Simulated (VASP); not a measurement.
# TiO2 (C2/m) in VASP: a series of runs, part 2 of 2

VASP 6.6.1.

**4. Single point, PBEsol (biaxial strain in the a-b plane: +1.0 %)**

INCAR

```
PREC = Accurate
ENCUT = 520
EDIFF = 1E-7
ISMEAR = 0
SIGMA = 0.02
LREAL = False
LASPH = True
NELM = 100
ALGO = Normal
ISIF = 2
LWAVE = False
LCHARG = True
GGA = PS
LELF = True
LVHAR = True
NBANDS = 60
```

KPOINTS

```
regular mesh
0
Gamma
  6 6 4
```

POSCAR

```
TiO2
1.0
    6.1405140122     -1.8837319719      0.0001586964
    6.1405140122      1.8837319719      0.0001586964
   -1.9240667385      0.0000000000      6.2113873209
Ti O
4 8
Direct
    0.8049203723      0.8049203723      0.7163373342
    0.1009281397      0.1009281397      0.7085269936
    0.1950796277      0.1950796277      0.2836626658
    0.8990718603      0.8990718603      0.2914730064
    0.0582867184      0.0582867184      0.3699061662
    0.6382276382      0.6382276382      0.7050673963
    0.1337835562      0.1337835562      0.0034561970
    0.9417132816      0.9417132816      0.6300938338
    0.7362064607      0.7362064607      0.3481832909
    0.8662164438      0.8662164438      0.9965438030
    0.2637935393      0.2637935393      0.6518167091
    0.3617723618      0.3617723618      0.2949326037
```

Launch:

```sh
cat potpaw_PBE.64/Ti_sv/POTCAR potpaw_PBE.64/O/POTCAR > POTCAR
mpirun -np 1 vasp_std > vasp.out
```

Wall time 9.2 min (1 thread of Intel Xeon Platinum 8488C (Sapphire Rapids), shared host); peak memory 0.49 GiB.

Results (log left out):

| Item | Value |
| --- | --- |
| Free energy | -112.3800 eV |
| Pressure | -1.9 GPa |
| Largest force | 0.625 eV/Å |
| Band gap on the k mesh | 2.76 eV (least direct gap 2.93 eV) |

Forces in eV/Å, atoms in the order of the input:
```
Ti  -0.162  0.000 -0.604
Ti   0.071  0.000 -0.411
Ti   0.162  0.000  0.604
Ti  -0.071  0.000  0.411
O   -0.029  0.000 -0.123
O    0.098  0.000  0.051
O   -0.064  0.000 -0.095
O    0.029  0.000  0.123
O    0.057  0.000 -0.096
O    0.064  0.000  0.095
O   -0.057  0.000  0.096
O   -0.098  0.000 -0.051
```

Stress tensor (GPa, compression positive):
```
-3.94  0.00  0.07
 0.00 -4.32  0.00
 0.07  0.00  2.48
```

Levels at points of the mesh, in eV from the valence-band top:
| k point | band 45 | band 46 | band 47 | band 48 | band 49 | band 50 | band 51 | band 52 |
| --- | --- | --- | --- | --- | --- | --- | --- | --- |
| (0.00, 0.00, 0.00) | -0.77 | -0.74 | -0.31 | -0.17 | 2.76 | 3.09 | 3.33 | 3.34 |
| (0.50, 0.00, 0.00) | -0.86 | -0.46 | -0.22 | -0.12 | 3.13 | 3.17 | 3.64 | 3.68 |
| (0.50, 0.50, 0.00) | -0.89 | -0.59 | -0.35 | -0.10 | 2.90 | 2.95 | 3.42 | 3.55 |
| (0.00, 0.00, 0.50) | -0.74 | -0.63 | -0.58 | -0.40 | 2.89 | 3.14 | 3.29 | 3.43 |
| (0.50, 0.00, 0.50) | -0.68 | -0.55 | -0.09 | 0.00 | 3.18 | 3.25 | 3.46 | 3.71 |
| (0.50, 0.50, 0.50) | -0.86 | -0.38 | -0.21 | -0.19 | 3.02 | 3.15 | 3.28 | 3.42 |

Caveat: the cell differs from its parent crystal (biaxial strain in the a-b plane: +1.0 %); the PAW data sets were made with another functional, which shifts forces and pressure a little. A k mesh can miss the band edges.

**5. Single point, PBEsol (biaxial strain in the a-b plane: +2.0 %, then relaxed in part)**

INCAR

```
PREC     = Accurate       # precision mode
ENCUT    = 520            # plane-wave cutoff, eV
EDIFF    = 1E-7           # SCF threshold, eV
ISMEAR   = 0              # smearing method
SIGMA    = 0.02           # smearing width, eV
LREAL    = F              # projectors in reciprocal space
LASPH    = T              # aspherical terms in the spheres
NELM     = 80             # most SCF steps
ALGO     = Normal         # electronic algorithm
ISIF     = 2              # what is computed and relaxed
LWAVE    = F              # write WAVECAR
LCHARG   = F              # write CHGCAR
GGA      = PS             # functional
NBANDS   = 60             # bands
```

KPOINTS

```
Automatic mesh
0
Gamma
  6 6 4
```

POSCAR

```
TiO2
1.0
    6.2013029396     -1.9023827835      0.0101111547
    6.2013029396      1.9023827835      0.0101111547
   -1.9332043873      0.0000000000      6.1551184956
Ti O
4 8
Direct
    0.8012809856      0.8012809856      0.7115588777
    0.1000960917      0.1000960917      0.7044809855
    0.1987190144      0.1987190144      0.2884411223
    0.8999039083      0.8999039083      0.2955190145
    0.0573651622      0.0573651622      0.3662066171
    0.6385032183      0.6385032183      0.7023885689
    0.1368062836      0.1368062836      0.0044065750
    0.9426348378      0.9426348378      0.6337933829
    0.7377568198      0.7377568198      0.3493091633
    0.8631937164      0.8631937164      0.9955934250
    0.2622431802      0.2622431802      0.6506908367
    0.3614967817      0.3614967817      0.2976114311
```

Launch:

```sh
cat potpaw_PBE.64/Ti_sv/POTCAR potpaw_PBE.64/O/POTCAR > POTCAR
mpirun -np 1 vasp_std > vasp.out
```

It took 8.9 min on 1 thread of Intel Xeon Platinum 8488C (Sapphire Rapids), shared host; peak memory 0.49 GiB.

It converged, with:

| Item | Value |
| --- | --- |
| Free energy | -112.3132 eV |
| Pressure | -3.8 GPa |
| Largest force | 0.081 eV/Å |
| Band gap on the k mesh | 2.73 eV (least direct gap 2.87 eV) |

Forces on the atoms (eV/Å):
```
Ti   0.012  0.000 -0.080
Ti   0.016  0.000 -0.019
Ti  -0.012  0.000  0.080
Ti  -0.016  0.000  0.019
O    0.031  0.000 -0.003
O   -0.017  0.000  0.001
O   -0.014  0.000 -0.050
O   -0.031  0.000  0.003
O   -0.007  0.000  0.005
O    0.014  0.000  0.050
O    0.007  0.000 -0.005
O    0.017  0.000 -0.001
```

Stress tensor (GPa, compression positive):
```
-5.81  0.00  0.04
 0.00 -6.52  0.00
 0.04  0.00  0.79
```

Levels at points of the mesh, in eV from the valence-band top:
| k point | band 45 | band 46 | band 47 | band 48 | band 49 | band 50 | band 51 | band 52 |
| --- | --- | --- | --- | --- | --- | --- | --- | --- |
| (0.00, 0.00, 0.00) | -0.77 | -0.77 | -0.34 | -0.14 | 2.73 | 2.98 | 3.20 | 3.35 |
| (0.50, 0.00, 0.00) | -0.89 | -0.49 | -0.18 | -0.10 | 3.04 | 3.07 | 3.52 | 3.56 |
| (0.50, 0.50, 0.00) | -0.90 | -0.59 | -0.38 | -0.12 | 2.81 | 2.90 | 3.28 | 3.44 |
| (0.00, 0.00, 0.50) | -0.71 | -0.65 | -0.62 | -0.40 | 2.82 | 3.04 | 3.21 | 3.35 |
| (0.50, 0.00, 0.50) | -0.67 | -0.55 | -0.08 | -0.01 | 3.11 | 3.22 | 3.33 | 3.58 |
| (0.50, 0.50, 0.50) | -0.94 | -0.38 | -0.21 | -0.15 | 2.88 | 3.10 | 3.18 | 3.34 |

Caveat: the cell differs from its parent crystal (biaxial strain in the a-b plane: +2.0 %, then relaxed in part); the cell stands under tension; the PAW data sets were made with another functional, which shifts forces and pressure a little.

**6. Overview**

```tsv
cell	gap on the mesh (eV)	pressure (GPa)	largest force (eV/Å)
a = 6.296, b = 6.296, c = 6.563 Å, angles 105.9, 105.9, 34.1°, 12 atoms, atomic positions A	2.83	3.6	0.49
a = 6.296, b = 6.296, c = 6.580 Å, angles 106.0, 106.0, 34.1°, 12 atoms, atomic positions B	2.84	3.2	0.08
a = 6.423, b = 6.423, c = 6.503 Å, angles 106.4, 106.4, 34.1°, 12 atoms, atomic positions A	2.76	-1.9	0.63
a = 6.487, b = 6.487, c = 6.452 Å, angles 106.6, 106.6, 34.1°, 12 atoms, atomic positions C	2.73	-3.8	0.08
```

Alike in all rows: task single point; level PBEsol; potentials or basis VASP PAW PBE potentials, release 64 (Ti_sv, O); no spin polarisation; k mesh 6 × 6 × 4; cutoff (eV) 520; smearing gaussian 0.02 eV.

Caveats: the PAW data sets were made with another functional, which shifts forces and pressure a little; the cell stands under pressure (at least some runs); the cell stands under tension (at least some runs).

Total energies depend on the potentials used, so only differences within one code and one set of settings carry meaning.
